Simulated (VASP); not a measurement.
# HfC (WC type) (P-6m2) in VASP: further runs

HfC (WC type) is run at these levels: PBE; tasks: relaxation of cell and atoms.

Program: VASP 6.6.1. These are calculated values, not measurements. Logs are shortened: lines on timing, memory, paths and dates and some standing lists are left out, and cuts for length are marked.

### 1 The cell of the first run

The structure is hexagonal, space group P-6m2 (No. 187). The conventional cell has a = 2.748 Å, b = 2.748 Å, c = 2.693 Å, α = 90.00°, β = 90.00°, γ = 120.00°. Within 2.8 Å of Hf (site symmetry -6m2) lie 6 C at 2.08 Å and 8 Hf at 2.69 to 2.75 Å. Within 2.8 Å of C (site symmetry -6m2) lie 6 Hf at 2.08 Å and 8 C at 2.69 to 2.75 Å.

### 2 Relaxation of cell and atoms, PBE, target pressure 170 GPa, at which the enthalpy is minimised

Input file INCAR:

```
PREC = Accurate
ENCUT = 600
EDIFF = 1E-6
ISMEAR = -1
SIGMA = 0.1
LREAL = F
LASPH = T
NELM = 80
ALGO = Normal
ISIF = 3
LWAVE = F
LCHARG = F
GGA = PE
IBRION = 2
NSW = 60
EDIFFG = -0.005
PSTRESS = 1700.0
```

Input file KPOINTS:

```
Automatic mesh
0
Gamma
  16 16 15
```

Input file POSCAR:

```
HfC
1.0
    2.7478317735      0.0000000000      0.0000000000
   -1.3739158868      2.3796921212      0.0000000000
    0.0000000000      0.0000000000      2.6928751380
Hf C
1 1
Direct
    0.0000000000      0.0000000000      0.0000000000
    0.3333333333      0.6666666667      0.5000000000
```

Potentials or basis: VASP PAW PBE potentials, release 64 (Hf_pv, C).

Launch:

```bash
$ cat potpaw_PBE.64/Hf_pv/POTCAR potpaw_PBE.64/C/POTCAR > POTCAR
$ mpirun -np 1 vasp_std > vasp.out
```

OUTCAR:

```text
PREC = Accurate
   ENCUT = 600
   EDIFF = 1E-6
   ISMEAR = -1
   LREAL = F
   LASPH = T
   NELM = 80
   ISIF = 3
   GGA = PE
   IBRION = 2
   NSW = 60
   EDIFFG = -0.005
   PSTRESS = 1700.0

 ion  position               nearest neighbor table
   1  0.000  0.000  0.000-   2 2.08   2 2.08   2 2.08   2 2.08   2 2.08   2 2.08
   2  0.333  0.667  0.500-   1 2.08   1 2.08   1 2.08   1 2.08   1 2.08   1 2.08

  LATTYP: Found a hexagonal cell.
 ALAT       =     2.7478317735
 C/A-ratio  =     0.9800000000

  Lattice vectors:

 A1 = (   2.7478317735,   0.0000000000,   0.0000000000)
 A2 = (  -1.3739158868,   2.3796921212,   0.0000000000)
 A3 = (   0.0000000000,   0.0000000000,   2.6928751380)

Analysis of symmetry for initial positions (statically):
=====================================================================
 Subroutine PRICEL returns:
 Original cell was already a primitive cell.

 Routine SETGRP: Setting up the symmetry group for a
 hexagonal supercell.

 Subroutine GETGRP returns: Found 12 space group operations
 (whereof 12 operations were pure point group operations)
 out of a pool of 24 trial point group operations.

The static configuration has the point symmetry D_3h.

Analysis of symmetry for dynamics (positions and initial velocities):
=====================================================================
 Subroutine PRICEL returns:
 Original cell was already a primitive cell.

 Routine SETGRP: Setting up the symmetry group for a
 hexagonal supercell.

 Subroutine GETGRP returns: Found 12 space group operations
 (whereof 12 operations were pure point group operations)
 out of a pool of 24 trial point group operations.

The dynamic configuration has the point symmetry D_3h.

 Subroutine INISYM returns: Found 12 space group operations
 (whereof 12 operations are pure point group operations),
 and found     1 'primitive' translations

----------------------------------------------------------------------------------------

                                     Primitive cell

  volume of cell :      17.6087

  direct lattice vectors                    reciprocal lattice vectors
     2.747831774  0.000000000  0.000000000     0.363923298  0.210111214  0.000000000
    -1.373915887  2.379692121  0.000000000     0.000000000  0.420222428  0.000000000
     0.000000000  0.000000000  2.692875138     0.000000000  0.000000000  0.371350304

  length of vectors
     2.747831774  2.747831774  2.692875138     0.420222428  0.420222428  0.371350304

  position of ions in fractional coordinates (direct lattice)
     0.000000000  0.000000000  0.000000000
     0.333333333  0.666666667  0.500000000

  ion indices of the primitive-cell ions
   primitive index   ion index
                 1           1
                 2           2

----------------------------------------------------------------------------------------

 KPOINTS: Automatic mesh

Automatic generation of k-mesh.
 Grid dimensions read from file:
 generate k-points for:   16   16   15

 Generating k-lattice:

  Cartesian coordinates                     Fractional coordinates (reciprocal lattice)
     0.022745206  0.013131951  0.000000000     0.062500000  0.000000000  0.000000000
     0.000000000  0.026263902  0.000000000     0.000000000  0.062500000  0.000000000
     0.000000000  0.000000000  0.024756687     0.000000000  0.000000000  0.066666667

  Length of vectors
     0.026263902  0.026263902  0.024756687

  Shift w.r.t. Gamma in fractional coordinates (k-lattice)
     0.000000000  0.000000000  0.000000000

 Subroutine IBZKPT returns following result:
 ===========================================

 Found    240 irreducible k-points:

 Following reciprocal coordinates:
            Coordinates               Weight
  0.000000  0.000000  0.000000      1.000000
  0.062500  0.000000  0.000000      6.000000
  0.125000  0.000000  0.000000      6.000000
  0.187500  0.000000  0.000000      6.000000
  0.250000  0.000000  0.000000      6.000000
  0.312500  0.000000  0.000000      6.000000
[... 16 lines left out ...]
  0.187500  0.187500  0.000000      6.000000
  0.250000  0.187500  0.000000     12.000000
 [... further k-points ...]
   k-points           NKPTS =    240   k-points in BZ     NKDIM =    240   number of bands    NBANDS=     11
   number of dos      NEDOS =    301   number of ions     NIONS =      2
   total plane-waves  NPLWV =  13824
   dimension x,y,z NGX =    24 NGY =   24 NGZ =   24
   dimension x,y,z NGXF=    48 NGYF=   48 NGZF=   48
   ions per type =               1   1
   NGX,Y,Z   is equivalent  to a cutoff of  14.52, 14.52, 14.82 a.u.
   NGXF,Y,Z  is equivalent  to a cutoff of  29.04, 29.04, 29.63 a.u.
 SYSTEM =  unknown system
   PREC   = accura    normal or accurate (medium, high low for compatibility)
   ISTART =      0    job   : 0-new  1-cont  2-samecut
   ICHARG =      2    charge: 1-file 2-atom 10-const
   ISPIN  =      1    spin polarized calculation?
   LNONCOLLINEAR =      F non collinear calculations
   LSORBIT =      F    spin-orbit coupling
   LASPH  =      T    aspherical Exc in radial PAW
   ENCUT  =  600.0 eV  44.10 Ry    6.64 a.u.   5.49  5.49  5.38*2*pi/ulx,y,z
   NELM   =     80;   NELMIN=  2; NELMDL= -5     # of ELM steps
   EDIFF  = 0.1E-05   stopping-criterion for ELM
   LREAL  =      F    real-space projection
   EDIFFG = -.5E-02   stopping-criterion for IOM
   NSW    =     60    number of steps for IOM
   IBRION =      2    ionic relax: 0-MD 1-quasi-New 2-CG
   NFREE  =      1    steps in history (QN), initial steepest desc. (CG)
   ISIF   =      3    stress and relaxation
   ISYM   =      2    0-nonsym 1-usesym 2-fastsym
   POTIM  = 0.5000    time-step for ionic-motion
   TEBEG  =    0.0;   TEEND  =   0.0 temperature during run
   PSTRESS= 1700.0 pullay stress
   NELECT =      14.0000    total number of electrons
   NUPDOWN=      -1.0000    fix difference up-down
   EMIN   =  10.00;   EMAX   =-10.00  energy-range for DOS
   EFERMI =   0.00;   METHOD = LEGACY
   ISMEAR =    -1;   SIGMA  =   0.10  broadening in eV -4-tet -1-fermi 0-gaus
   EFERMI_NEDOS =   21; number of points for ismear=-14 and -15
   IALGO  =     38    algorithm
   IMIX   =      4    mixing-type and parameters
     AMIX     =   0.40;   BMIX     =  1.00
     AMIX_MAG =   1.60;   BMIX_MAG =  1.00
  volume/ion in A,a.u.               =       8.80        59.41
  Fermi-wavevector in a.u.,A,eV,Ry     =   1.516614  2.865985 31.295016  2.300119
  Thomas-Fermi vector in A             =   2.625980
   LORBIT       =      0    0 simple, 1 ext, 2 COOP (PROOUT), +10 PAW based schemes
   GGA     = PE    functional components
   LHFCALC =     F    Hartree Fock is set to
   AEXX    =    0.0000 exact exchange contribution
   IVDW    =     0    specifies the selected vdW correction
   LEPSILON=     F    determine dielectric tensor
   LRPA    =     F    only Hartree local field effects (RPA)
 conjugate gradient relaxation of ions
 non-spin polarized calculation
  energy-cutoff  :      600.00
  volume of cell :       17.61
 maximum number of plane-waves:       617
 NGX is ok and might be reduce to    24
   NGX = 11   NGY = 11   NGZ = 11

--------------------------------------- Ionic step        1  -------------------------------------------

 number of electron      13.9999999 magnetization

 Free energy of the ion-electron system (eV)
  ---------------------------------------------------
  ext. energy  EPLUGINS =         0.00000000
  ---------------------------------------------------
  free energy    TOTEN  =       -16.11873015 eV

  energy without entropy =      -16.10218008  energy(sigma->0) =      -16.11045512

------------------------ aborting loop because EDIFF is reached ----------------------------------------

  FORCE on cell =-STRESS in cart. coord.  units (eV):
  Direction    XX          YY          ZZ          XY          YZ          ZX
  --------------------------------------------------------------------------------------
  -------------------------------------------------------------------------------------
  Total       19.1659210     19.1659210     16.8334608     -0.0000000     -0.0000000      0.0000000
  in kB     1743.8661414   1743.8661415   1531.6405746     -0.0000000     -0.0000000      0.0000000
  external PRESSURE =     -26.8757142 kB  Pullay stress =    1700.0000000 kB

 VOLUME and BASIS-vectors are now :
 -----------------------------------------------------------------------------
  energy-cutoff  :      600.00
  volume of cell :       17.61
      direct lattice vectors                 reciprocal lattice vectors
     2.747831774  0.000000000  0.000000000     0.363923298  0.210111214  0.000000000
    -1.373915887  2.379692121  0.000000000     0.000000000  0.420222428  0.000000000
     0.000000000  0.000000000  2.692875138     0.000000000  0.000000000  0.371350304
[... 236 lines left out ...]
  FREE ENERGIE OF THE ION-ELECTRON SYSTEM (eV)
  ---------------------------------------------------
  free  energy   TOTEN  =       -16.1286142341 eV

  energy  without entropy=      -16.1131606683  energy(sigma->0) =      -16.12088745

  enthalpy is  TOTEN    =         2.5419417657 eV   P V=       18.6705559998

--------------------------------------- Ionic step        8  -------------------------------------------

 number of electron      14.0000001 magnetization

 Free energy of the ion-electron system (eV)
  ---------------------------------------------------
  ext. energy  EPLUGINS =         0.00000000
  ---------------------------------------------------
  free energy    TOTEN  =       -16.13557132 eV

  energy without entropy =      -16.12009371  energy(sigma->0) =      -16.12783251

 E-fermi :   9.1001     XC(G=0): -14.1059

 val. band max:        9.0810552257   @ k =   0.2500   0.1875   0.4667
 cond. band min:       9.1234726062   @ k =   0.3125   0.0000   0.1333
 fundamental gap:      0.0424173806
 Fermi energy:         9.1000600423

 k-point     1 :       0.0000    0.0000    0.0000
  band No.  band energies     occupation
      1     -19.0419      2.00000
      2     -19.0419      2.00000
      3     -18.9083      2.00000
      4      -4.8161      2.00000
      5       6.4270      2.00000
      6       6.7682      2.00000
      7       6.7682      2.00000
      8      11.1995      0.00000
      9      17.1551      0.00000
     10      18.1642      0.00000
     11      18.1642      0.00000

 k-point     2 :       0.0625    0.0000    0.0000
  band No.  band energies     occupation
      1     -19.1612      2.00000
      2     -19.0653      2.00000
      3     -18.8936      2.00000
      4      -4.6518      2.00000
      5       6.3364      2.00000
      6       6.7431      2.00000
      7       6.8971      2.00000
      8      10.9445      0.00000
      9      17.3687      0.00000
     10      18.0921      0.00000
     11      18.4075      0.00000
[... 295 lines left out ...]
 k-point    24 :       0.2500    0.1875    0.0000
  band No.  band energies     occupation
      1     -21.0899      2.00000
      2     -19.9077      2.00000
      3     -18.5549      2.00000
      4      -0.9988      2.00000
      5       3.7514      2.00000
      6       7.5659      2.00000
      7       7.7608      2.00000
      8       9.8154      0.00156
      9      14.8692      0.00000
     10      15.1492      0.00000
     11      19.4819      0.00000

 [... further k-points ...]

------------------------ aborting loop because EDIFF is reached ----------------------------------------

  FORCE on cell =-STRESS in cart. coord.  units (eV):
  Direction    XX          YY          ZZ          XY          YZ          ZX
  --------------------------------------------------------------------------------------
  -------------------------------------------------------------------------------------
  Total       18.6814478     18.6814478     18.6810443     -0.0000000     -0.0000000      0.0000000
  in kB     1700.3615176   1700.3615177   1700.3247923     -0.0000001     -0.0000000      0.0000000
  external PRESSURE =       0.3492759 kB  Pullay stress =    1700.0000000 kB

 VOLUME and BASIS-vectors are now :
 -----------------------------------------------------------------------------
  energy-cutoff  :      600.00
  volume of cell :       17.60
      direct lattice vectors                 reciprocal lattice vectors
     2.774847674 -0.000000000  0.000000000     0.360380142  0.208065572 -0.000000000
    -1.387423837  2.403088577 -0.000000000     0.000000000  0.416131145  0.000000000
     0.000000000 -0.000000000  2.639799358     0.000000000  0.000000000  0.378816669

 POSITION                                       TOTAL-FORCE (eV/Angst)
 -----------------------------------------------------------------------------------
      0.00000      0.00000      0.00000        -0.000000     -0.000000      0.000000
     -0.00000      1.60206      1.31990         0.000000      0.000000      0.000000
 -----------------------------------------------------------------------------------
    total drift:                                0.000000     -0.000000     -0.000000

  FREE ENERGIE OF THE ION-ELECTRON SYSTEM (eV)
  ---------------------------------------------------
  free  energy   TOTEN  =       -16.1355713152 eV

  energy  without entropy=      -16.1200937122  energy(sigma->0) =      -16.12783251

  enthalpy is  TOTEN    =         2.5419045668 eV   P V=       18.6774758820

 reached required accuracy - stopping structural energy minimisation
```

Run time: 7 min. Hardware: 1 thread of Intel Xeon 8259CL, shared host; peak memory 0.21 GiB.

Results:

```yaml
Free_energy: -16.1356 eV
Relaxed_volume: 8.80 Å³/atom
Relaxed_cell: a = 2.775 Å, b = 2.775 Å, c = 2.640 Å, α = 90.00°, β = 90.00°, γ = 120.00°
Space_group_after_relaxing_to_0.1_Å: P-6m2 (No. 187)
Energy_change_on_relaxing_the_run_minimises_the_enthalpy: -8.4 meV/atom
Ionic_steps: 8
Pressure_after_relaxing: 170.0 GPa
Band_gap_on_the_k_mesh: zero (bands 7 and 8 overlap by 1.59 eV)
```

The path:
```csv
step,energy change (eV),largest force (eV/Å),pressure (GPa),volume (Å³)
1,0.0000,0.0000,167.31,17.61
2,0.4388,0.0000,189.49,17.22
3,0.1434,0.0000,175.73,17.46
4,-0.4651,0.0000,153.43,18.05
5,-0.0257,0.0000,169.58,17.61
6,-0.0221,0.0000,169.74,17.61
7,-0.0099,0.0000,170.40,17.60
8,-0.0168,0.0000,170.03,17.60
```

Final structure:
```yaml
crystal:
  lattice:
    - [2.77485, 0.00000, 0.00000]
    - [-1.38742, 2.40309, 0.00000]
    - [0.00000, 0.00000, 2.63980]
  atoms:
    - { symbol: Hf, position: [0.00000, 0.00000, 0.00000] }
    - { symbol: C, position: [0.33333, 0.66667, 0.50000] }
```

Caveat: the cell is relaxed towards a set pressure, so the run minimises the enthalpy, not the energy; spin-orbit coupling is left out, which moves the levels of the heavy elements.

### 3 Relaxation of cell and atoms, PBE, target pressure 170 GPa, at which the enthalpy is minimised

Input file INCAR:

```
SYSTEM = HfC
PREC = Accurate
ENCUT = 600
EDIFF = 1E-6
ISMEAR = -1
SIGMA = 0.1
LREAL = .False.
LASPH = .True.
NELM = 80
ALGO = Normal
ISIF = 3
LWAVE = .False.
LCHARG = .False.
GGA = PE
IBRION = 2
NSW = 32
EDIFFG = -0.005
PSTRESS = 1700.0
```

Input file KPOINTS:

```
regular mesh
0
Gamma
  16 16 15
  0 0 0
```

Input file POSCAR:

```
HfC
1.0
    2.7713435504      0.0000000000      0.0000000000
   -1.3856717752      2.4000539172      0.0000000000
    0.0000000000      0.0000000000      2.6438708147
Hf C
1 1
Direct
    0.0000000000      0.0000000000      0.0000000000
    0.3333333333      0.6666666667      0.5000000000
```

Potentials or basis: VASP PAW PBE potentials, release 64 (Hf_pv, C).

Launch:

```bash
$ cat potpaw_PBE.64/Hf_pv/POTCAR potpaw_PBE.64/C/POTCAR > POTCAR
$ mpirun -np 1 vasp_std > vasp.out
```

Run time: 4.4 min. Hardware: 1 thread of Intel Xeon 8259CL, shared host; peak memory 0.2 GiB.

The run converged. Its results:

```
Free energy                                                : -16.1362 eV
Relaxed volume                                             : 8.80 Å³/atom
Relaxed cell                                               : a = 2.775 Å, b = 2.775 Å, c = 2.640 Å, α = 90.00°, β = 90.00°, γ = 120.00°
Space group after relaxing (to 0.1 Å)                      : P-6m2 (No. 187)
Energy change on relaxing (the run minimises the enthalpy) : -9.6 meV/atom
Ionic steps                                                : 5
Pressure after relaxing                                    : 170.0 GPa
Band gap on the k mesh                                     : zero (bands 7 and 8 overlap by 1.60 eV)
```

Step by step:
```csv
step,energy change (eV),largest force (eV/Å),pressure (GPa),volume (Å³)
1,0.0000,0.0000,170.53,17.59
2,-0.0779,0.0000,167.87,17.66
3,-0.0310,0.0000,169.45,17.61
4,0.0141,0.0000,171.53,17.57
5,-0.0193,0.0000,170.02,17.60
```

Final structure:
```xyz
2
Lattice="2.7749 0.0000 0.0000 -1.3875 2.4031 0.0000 0.0000 0.0000 2.6398" Properties=species:S:1:pos:R:3 pbc="T T T"
Hf    0.0000    0.0000    2.6398
C     0.0000    1.6021    1.3199
```

Levels at points of the mesh, in eV from the Fermi level:
| k point | band 3 | band 4 | band 5 | band 6 | band 7 | band 8 | band 9 | band 10 | band 11 |
| --- | --- | --- | --- | --- | --- | --- | --- | --- | --- |
| (0.00, 0.00, 0.00) | -28.01 | -13.92 | -2.67 | -2.33 | -2.33 | 2.10 | 8.05 | 9.06 | 9.06 |
| (0.50, 0.00, 0.00) | -27.61 | -10.10 | -5.41 | -2.08 | -1.79 | 1.07 | 7.47 | 9.54 | 10.04 |

Caveat: the cell is relaxed towards a set pressure, so the run minimises the enthalpy, not the energy; spin-orbit coupling is left out, which moves the levels of the heavy elements.

The gap in the log of VASP goes by the Fermi energy; the results here count the filled bands.